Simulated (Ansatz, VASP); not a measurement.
**One calculation of BN, two programs**

Contents of POSCAR:

```
BN
1.0
    2.5009753125      0.0000000000      0.0000000000
   -1.2504876563      2.1659081548      0.0000000000
    0.0000000000      0.0000000000      6.8741616654
B N
2 2
Direct
    0.3667809367      0.6911520117      0.2500000000
    0.7001142701      0.3578186784      0.7500000000
    0.3333333333      0.6666666667      0.7500000000
    0.6666666667      0.3333333333      0.2500000000
```

File INCAR.step1:

```
  ALGO = Normal
  EDIFF = 1E-4
  ENCUT = 520
  GGA = PE
  ISMEAR = 0
  LASPH = True
  LCHARG = False
  LREAL = False
  LWAVE = True
  NBANDS = 16
  NELM = 80
  PREC = Accurate
  SIGMA = 0.05
```

Contents of INCAR.step2:

```
  ALGO = Normal
  EDIFF = 1E-6
  ENCUT = 520
  ISIF = 2
  ISMEAR = 0
  ISTART = 1
  LASPH = True
  LCHARG = False
  LMIXTAU = True
  LREAL = False
  LWAVE = False
  METAGGA = R2SCAN
  NBANDS = 16
  NELM = 80
  PREC = Accurate
  SIGMA = 0.05
```

KPOINTS

```
k-points
0
Gamma
  12 12 4
```

Input for Ansatz:

```yaml
crystal:
  lattice:
    - [2.5009753125, 0.0, 0.0]
    - [-1.2504876563, 2.1659081548, 0.0]
    - [0.0, 0.0, 6.8741616654]
  atoms:
    - { symbol: B, position: [0.3667809367, 0.6911520117, 0.25] }
    - { symbol: B, position: [0.7001142701, 0.3578186784, 0.75] }
    - { symbol: "N", position: [0.3333333333, 0.6666666667, 0.75] }
    - { symbol: "N", position: [0.6666666667, 0.3333333333, 0.25] }
basis:
  ecutwfc: 500
kpoints:
  mp_grid: { grid: [12, 12, 4] }
hamiltonian:
  xc: r2scan
scf:
  occupations: { method: gaussian, width: 0.05 }
output:
  forces: true
  stress: true
  eigenvalues: true
  write_density: true
  write_potential: true
  elf: true
  volumetric_format: npy
```

Change from the starting cell: all B atoms moved +0.075 Å, as atom 1 along Cartesian [1 1 0].

Alike in both runs: task single point; functional r2SCAN; k mesh 12 × 12 × 4; occupations gaussian, width 0.05 eV; no spin polarisation.

|  | VASP | Ansatz |
| --- | --- | --- |
| version | VASP 6.6.1 | Ansatz 0.2.0 |
| potentials or method | VASP PAW PBE potentials, release 64 (B, N), cutoff 520 eV | scalar-relativistic, plane waves, PAW |
| valence electrons in the cell | 16 | 16 |

```csv
,VASP,Ansatz,Ansatz less VASP
gap on the k mesh at the Fermi level (eV),4.81,4.76,-0.042
least direct gap on the mesh (eV),5.24,5.20,-0.040
pressure (GPa),2.4,2.1,-0.34
"traceless stress, the component that is largest in VASP (GPa)",-2.70,-2.08,+0.623
rms of the force components (eV/Å),1.831,1.842,+0.0111
```

VASP's potentials were made for PBE, not for r2SCAN. Atom by atom the forces differ by 0.011 eV/Å (rms over components).
